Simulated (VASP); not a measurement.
Here is a VASP 6.6.1 calculation.

INCAR

```
SYSTEM = Pd
PREC     = Accurate       ! precision mode
ENCUT    = 520            ! plane-wave cutoff, eV
EDIFF    = 1E-7           ! SCF threshold, eV
ISMEAR   = -1             ! smearing method
SIGMA    = 0.1            ! smearing width, eV
LREAL    = .False.        ! projectors in reciprocal space
LASPH    = .True.         ! aspherical terms in the spheres
NELM     = 80             ! most SCF steps
ALGO     = Normal         ! electronic algorithm
ISIF     = 2              ! what is computed and relaxed
LWAVE    = .False.        ! write WAVECAR
LCHARG   = .True.         ! write CHGCAR
LDIPOL   = .True.       
IDIPOL   = 3            
DIPOL    = 0.5 0.5 0.500
GGA      = PE             ! functional
LELF     = .True.         ! ELF
LVHAR    = .True.       
LVACPOTAV= .True.       
NBANDS   = 28             ! bands
```

File KPOINTS:

```
regular mesh
0
Gamma
  12 8 1
  0 0 0
```

Contents of POSCAR:

```
Pd
1.0
    2.7903171796      0.0000000000      0.0000000000
    0.0000000000      3.9461043987      0.0000000000
    0.0000000000      0.0000000000     20.1855000000
Pd
4
Direct
    0.2500000000      0.2500000000      0.3963246942
    0.7500000000      0.7500000000      0.4654415645
    0.2500000000      0.2500000000      0.5345584351
    0.7500000000      0.7500000000      0.6036753058
```

Potentials or basis: VASP PAW PBE potentials, release 64 (Pd).

Command:

```sh
$ cat potpaw_PBE.64/Pd/POTCAR > POTCAR
$ mpirun -np 1 vasp_std > vasp.out
```

Problem. Predict the largest force.

Solution. 0.364 eV/Å.

Problem. Predict the band gap on the k mesh.

Solution. Zero (bands 20 and 21 overlap by 0.28 eV).

Forces in eV/Å, atoms in the order of the input:
```
Pd   0.000  0.000  0.364
Pd   0.000  0.000 -0.273
Pd   0.000  0.000  0.273
Pd   0.000  0.000 -0.364
```
